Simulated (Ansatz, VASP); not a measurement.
Given: the input of a run of VASP 6.6.1 on Ga.

The input INCAR:

```
SYSTEM = Ga
PREC = Accurate
ENCUT = 520
EDIFF = 1E-6
ISMEAR = -1
SIGMA = 0.05
LREAL = .False.
LASPH = .True.
NELM = 60
ALGO = Fast
ISIF = 2
LWAVE = .False.
LCHARG = .False.
GGA = PS
NBANDS = 20
```

File KPOINTS:

```
regular mesh
0
Gamma
  10 10 8
  0 0 0
```

Contents of POSCAR:

```
Ga
1.0
    1.3830000000     -4.0265000000      0.0000000000
    1.3830000000      4.0265000000      0.0000000000
   -0.1174474948      0.0000000000      3.3299294416
Ga
2
Direct
    0.1169910000      0.8568350000      0.7483420000
    0.8666660000      0.1324240000      0.2366280000
```

Potentials or basis: VASP PAW PBE potentials, release 64 (Ga_d).

Command:

```sh
$ cat potpaw_PBE.64/Ga_d/POTCAR > POTCAR
$ mpirun -np 1 vasp_std > vasp.out
```

**Question.** Set up the same calculation for Ansatz 0.2.0. Potentials there: all-electron LAPW, scalar-relativistic.

**Answer.** As run (the cutoff follows the program's own potentials):

File input.yaml:

```yaml
crystal:
  lattice:
    - [1.383, -4.0265, 0.0]
    - [1.383, 4.0265, 0.0]
    - [-0.1174474948, 0.0, 3.3299294416]
  atoms:
    - { symbol: Ga, position: [0.116991, 0.856835, 0.748342] }
    - { symbol: Ga, position: [0.866666, 0.132424, 0.236628] }
kpoints:
  mp_grid: { grid: [10, 10, 8] }
scf:
  occupations: { method: fermi_dirac, width: 0.05 }
hamiltonian:
  xc: pbesol
  pseudopotentials: { kind: all_electron, lapw: { basis_error: 0.001 } }
output:
  forces: true
  stress: true
  eigenvalues: true
  populations: true
```

Potentials or basis: all-electron LAPW, scalar-relativistic.

Command:

```sh
$ ansatz run input.yaml --threads 1 --pin off --max-ram 3072MiB --backend cpu --events-out ev --progress --plain --runs-dir out
```

Both were run:

|  | VASP | Ansatz | Ansatz less VASP |
| --- | --- | --- | --- |
| gap on the k mesh at the Fermi level (eV) | none | none | - |
| pressure (GPa) | -1.9 | -1.9 | -0.02 |
| traceless stress, the component that is largest in VASP (GPa) | -0.85 | -0.83 | +0.010 |
| rms of the force components (eV/Å) | 0.103 | 0.103 | -0.0005 |

VASP's potentials were made for PBE, not for PBEsol. Atom by atom the forces differ by 0.001 eV/Å (rms over components). A gap of «none» marks a metal or a gap that the smearing closes. Ansatz ran all-electron here, and VASP with PAW potentials.
